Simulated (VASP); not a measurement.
A run of VASP 6.6.1:

File INCAR:

```
ALGO     = Normal         # electronic algorithm
EDIFF    = 1E-6           # SCF threshold, eV
EDIFFG   = -0.02          # ionic threshold
ENCUT    = 600            # plane-wave cutoff, eV
GGA      = PS             # functional
IBRION   = 2              # ionic algorithm
ISIF     = 3              # what is computed and relaxed
ISMEAR   = -1             # smearing method
LASPH    = True           # aspherical terms in the spheres
LCHARG   = False          # write CHGCAR
LREAL    = False          # projectors in reciprocal space
LWAVE    = False          # write WAVECAR
NELM     = 60             # most SCF steps
NSW      = 80             # ionic steps
PREC     = Accurate       # precision mode
PSTRESS  = 200.0        
SIGMA    = 0.05           # smearing width, eV
```

The input KPOINTS:

```
k-points
0
Gamma
  15 15 15
```

Contents of POSCAR:

```
Ta
1.0
    2.7100000000      0.0000000000      0.0000000000
    0.0000000000      2.7100000000      0.0000000000
    0.0000000000      0.0000000000      2.7100000000
Ta
1
Direct
    0.0000000000      0.0000000000      0.0000000000
```

Potentials or basis: VASP PAW PBE potentials, release 64 (Ta_pv).

The run is started by

```bash
$ cat potpaw_PBE.64/Ta_pv/POTCAR > POTCAR
$ mpirun -np 1 vasp_std > vasp.out
```

Hardware: 1 thread of Intel Xeon 8259CL, on a shared host.

**Question.** How long does it take, and how much memory?

**Answer.** Run time: 2.1 min on 1 thread of Intel Xeon 8259CL (shared host), peak memory 0.17 GiB. Counts: scf iterations 36, k points 120, ion steps 5.
